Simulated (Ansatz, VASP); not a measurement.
Cs: VASP beside Ansatz

INCAR

```
SYSTEM = Cs
ALGO = Fast
EDIFF = 1E-6
ENCUT = 520
GGA = PE
ISIF = 2
ISMEAR = 0
LASPH = .True.
LCHARG = .True.
LELF = .True.
LREAL = .False.
LVHAR = .True.
LWAVE = .False.
NBANDS = 16
NELM = 60
PREC = Accurate
SIGMA = 0.1
```

KPOINTS

```
k-points
0
Gamma
  8 8 6
  0 0 0
```

POSCAR

```
Cs
1.0
    5.4110312566      0.0000000000      0.0000000000
    0.0000000000      5.4110312566      0.0000000000
    0.0000000000      0.0000000000      7.7401162503
Cs
2
Direct
    0.0000000000      0.0000000000      0.0000000000
    0.5000000000      0.5000000000      0.5000000000
```

Input for Ansatz:

```yaml
crystal:
  lattice:
    - [5.4110312566, 0.0, 0.0]
    - [0.0, 5.4110312566, 0.0]
    - [0.0, 0.0, 7.7401162503]
  atoms:
    - { symbol: Cs, position: [0.0, 0.0, 0.0] }
    - { symbol: Cs, position: [0.5, 0.5, 0.5] }
basis:
  ecutwfc: 420
kpoints:
  mp_grid: { grid: [8, 8, 6] }
hamiltonian:
  xc: pbe
scf:
  occupations: { method: gaussian, width: 0.1 }
output:
  forces: true
  stress: true
  eigenvalues: true
```

Change from the starting cell: strain along c alone, the other axes held, atoms relaxed: -3.0 %.

Alike in both runs: task single point; functional PBE; k mesh 8 × 8 × 6; occupations gaussian, width 0.1 eV; no spin polarisation.

|  | VASP | Ansatz |
| --- | --- | --- |
| version | VASP 6.6.1 | Ansatz 0.2.0 |
| potentials or method | VASP PAW PBE potentials, release 64 (Cs_sv), cutoff 520 eV | scalar-relativistic, plane waves, PAW |
| valence electrons in the cell | 18 | 18 |

```csv
,VASP,Ansatz,Ansatz less VASP
gap on the k mesh at the Fermi level (eV),none,none,-
pressure (GPa),0.1,0.1,+0.01
```

A gap of «none» marks a metal or a gap that the smearing closes.

Neither program's run includes spin-orbit coupling.
